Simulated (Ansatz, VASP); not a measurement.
Two plane-wave programs on PtS2

File POSCAR:

```
PtS2
1.0
    1.7391392326      1.0040925041      5.0958703778
   -1.7391392326      1.0040925041      5.0958703778
    0.0000000000     -2.0081850081      5.0958703778
Pt S
1 2
Direct
   -0.0026256460     -0.0026256460     -0.0026256460
    0.4255983386      0.4255983386      0.4255983386
    0.2436939740      0.2436939740      0.2436939740
```

Contents of INCAR.step1:

```
SYSTEM = PtS2
ALGO     = Normal         ! electronic algorithm
EDIFF    = 1E-5           ! SCF threshold, eV
ENCUT    = 520            ! plane-wave cutoff, eV
GGA      = PE             ! functional
ISIF     = 2              ! what is computed and relaxed
ISMEAR   = -1             ! smearing method
LASPH    = .TRUE.         ! aspherical terms in the spheres
LCHARG   = .FALSE.        ! write CHGCAR
LREAL    = .FALSE.        ! projectors in reciprocal space
LWAVE    = .TRUE.         ! write WAVECAR
NBANDS   = 18             ! bands
NELM     = 60             ! most SCF steps
PREC     = Accurate       ! precision mode
SIGMA    = 0.02           ! smearing width, eV
```

The input INCAR.step2:

```
SYSTEM = PtS2
ALGO     = Normal         ! electronic algorithm
EDIFF    = 1E-7           ! SCF threshold, eV
ENCUT    = 520            ! plane-wave cutoff, eV
GGA      = PE             ! functional
HFSCREEN = 0.2079         ! screening, 1/A
ISIF     = 2              ! what is computed and relaxed
ISMEAR   = -1             ! smearing method
ISTART   = 1            
LASPH    = .TRUE.         ! aspherical terms in the spheres
LCHARG   = .FALSE.        ! write CHGCAR
LHFCALC  = .TRUE.         ! exact exchange
LREAL    = .FALSE.        ! projectors in reciprocal space
LWAVE    = .FALSE.        ! write WAVECAR
NBANDS   = 18             ! bands
NELM     = 60             ! most SCF steps
PREC     = Accurate       ! precision mode
PRECFOCK = Normal       
SIGMA    = 0.02           ! smearing width, eV
```

Contents of KPOINTS:

```
k-points
0
G
  4 4 4
  0 0 0
```

Input for Ansatz:

```yaml
crystal:
  lattice:
    - [1.7391392326, 1.0040925041, 5.0958703778]
    - [-1.7391392326, 1.0040925041, 5.0958703778]
    - [0.0, -2.0081850081, 5.0958703778]
  atoms:
    - { symbol: Pt, position: [-0.002625646, -0.002625646, -0.002625646] }
    - { symbol: S, position: [0.4255983386, 0.4255983386, 0.4255983386] }
    - { symbol: S, position: [0.243693974, 0.243693974, 0.243693974] }
kpoints:
  mp_grid: { grid: [4, 4, 4] }
hamiltonian:
  xc: hse06
scf:
  occupations: { method: fermi_dirac, width: 0.02 }
  n_extra_bands: 4
output:
  forces: true
  stress: true
  eigenvalues: true
  write_density: true
  write_potential: true
  elf: true
  volumetric_format: npy
```

Alike in both runs: task single point; functional HSE06; k mesh 4 × 4 × 4; occupations fermi-dirac, width 0.02 eV; no spin polarisation.

|  | VASP | Ansatz |
| --- | --- | --- |
| version | VASP 6.6.1 | Ansatz 0.2.0 |
| potentials or method | VASP PAW PBE potentials, release 64 (Pt, S) | plane waves, PAW |
| plane-wave cutoff (eV) | 520 | 420 |
| valence electrons in the cell | 22 | 30 |

VASP gave:

| Property | Result |
| --- | --- |
| pressure (GPa) | -1.4 |
| traceless stress, the component that is largest in VASP (GPa) | -0.83 |
| rms of the force components (eV/Å) | 0.208 |

Problem. What did Ansatz give for the same quantities?

Solution. Pressure (GPa): -1.0; traceless stress, the component that is largest in VASP (GPa): -0.74; rms of the force components (eV/Å): 0.188.

Atom by atom the forces differ by 0.023 eV/Å (rms over components). VASP's potentials hold 22 valence electrons a cell and Ansatz's 30, so a difference there can come from the potentials and not from the codes. Ansatz's warnings: filled band counts differ across k points, stress exchange threshold loose, stress scf threshold loose.

The k mesh is coarse, so the values compare programs but aren't converged. Spin-orbit coupling is off throughout.
